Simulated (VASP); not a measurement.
Wanted: the native input for a VASP 6.6.1 run.

* Task: single point
* Functional: PBE
* Potentials or basis: VASP PAW PBE potentials, release 64 (In_d, Se)
* Cutoff: 400 eV
* k mesh: 3 × 3 × 1
* Occupations: gaussian, width 0.01 eV
* Spin: no spin polarisation
* Dipole correction: no
* Further INCAR settings: ALGO = Normal; EDIFF = 1e-06; NBANDS = 48

The structure of InSe lies in POSCAR:

```
InSe
1.0
    4.1334960000      0.0000000000      0.0000000000
   -2.0667480000      3.5797130000      0.0000000000
    0.0000000000      0.0000000000     17.2790350000
In Se
4 4
Direct
    0.3215272673      0.6356124080      0.1628022051
    0.6665868433      0.3339197863      0.6667448153
    0.3336499591      0.6764031083      0.3335619148
    0.6699574917      0.3554175991      0.8302802211
    0.3345611712      0.6553930441      0.5959103619
    0.6505062420      0.2898064733      0.0959672806
    0.3317054758      0.6713378978      0.9008102594
    0.7007624784      0.3469532334      0.4068600475
```

One way to write it, as run:

INCAR

```
PREC = Accurate ; ENCUT = 400
EDIFF = 1E-6 ; ISMEAR = 0
SIGMA = 0.01 ; LREAL = False
LASPH = True ; NELM = 120
ALGO = Normal ; ISIF = 2
LWAVE = False ; LCHARG = False
GGA = PE ; NBANDS = 48
GGA_COMPAT = False
```

KPOINTS

```
regular mesh
0
Gamma
  3 3 1
```

Potentials or basis: VASP PAW PBE potentials, release 64 (In_d, Se).

Run with:

```console
$ cat potpaw_PBE.64/In_d/POTCAR potpaw_PBE.64/Se/POTCAR > POTCAR
$ mpirun -np 1 vasp_std > vasp.out
```

It gave:

```
Pressure               : 0.8 GPa
Largest force          : 0.994 eV/Å
Band gap on the k mesh : 0.05 eV, direct
```

Caveat: the k points lie up to 0.59 Å⁻¹ apart; spin-orbit coupling is left out, which moves the levels of the heavy elements.

Wall time 110 s on 1 thread of Intel Xeon 8259CL, with other jobs on the host, peak memory 0.29 GiB.
